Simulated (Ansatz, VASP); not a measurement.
# BN in VASP and in Ansatz

```xyz
4
Lattice="2.4487 0.0000 0.0000 -1.2243 2.1206 0.0000 0.0000 0.0000 6.7076" Properties=species:S:1:pos:R:3 pbc="T T T"
B     0.0000    1.4137    1.6769
B     1.2243    0.7069    5.0307
N     0.0000    1.4137    5.0307
N     1.2243    0.7069    1.6769
```

Alike in both runs: task single point; functional LDA; k mesh 12 × 12 × 4; occupations gaussian, width 0.05 eV; no spin polarisation.

|  | VASP | Ansatz |
| --- | --- | --- |
| version | VASP 6.6.1 | Ansatz 0.2.0 |
| potentials or method | VASP PAW LDA potentials, release 64 (B, N), cutoff 520 eV | scalar-relativistic, plane waves, PAW |
| valence electrons in the cell | 16 | 16 |

```tsv
	VASP	Ansatz	Ansatz less VASP
gap on the k mesh at the Fermi level (eV)	4.19	4.20	+0.013
least direct gap on the mesh (eV)	4.66	4.67	+0.006
pressure (GPa)	13.0	12.4	-0.61
traceless stress, the component that is largest in VASP (GPa)	-13.96	-13.14	+0.823
```

Ansatz warns that its potentials were made for another functional, while VASP's fit it. LDA's correlation is that of Perdew and Zunger in VASP and of Perdew and Wang (1992) in Ansatz.
